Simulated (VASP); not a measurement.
## Ir: single point with PBE

The system is Ir.

```
Ir
1.0
     0.00000    1.93660    1.93660
     1.93660    0.00000    1.93660
     1.93660    1.93660    0.00000
Ir
1
Cartesian
  0.0000 0.0000 0.0000
```

```
Program                : VASP 6.6.1
Task                   : single point
Functional             : PBE
Potentials or basis    : VASP PAW PBE potentials, release 64 (Ir)
Cutoff                 : 520 eV
k mesh                 : 18 × 18 × 18
Occupations            : gaussian, width 0.05 eV
Spin                   : non-collinear spin, zero start, spin-orbit coupling
Starting moments       : [[0.0, 0.0, 0.0]] μB
Dipole correction      : no
Further INCAR settings : ALGO = Normal; EDIFF = 1e-07; NBANDS = 20
```

```
Pressure                                              : 0.9 GPa
Net moment                                            : 0.00 μB per cell
Valence electrons inside the program's atomic spheres : Ir 8.31
```

Moments on the atoms (μB; x, y, z):
```
Ir  0.00 0.00 0.00
```

Wall time 2.3 min on 1 thread of Intel Xeon 8259CL, on a shared host, peak memory 0.22 GiB.
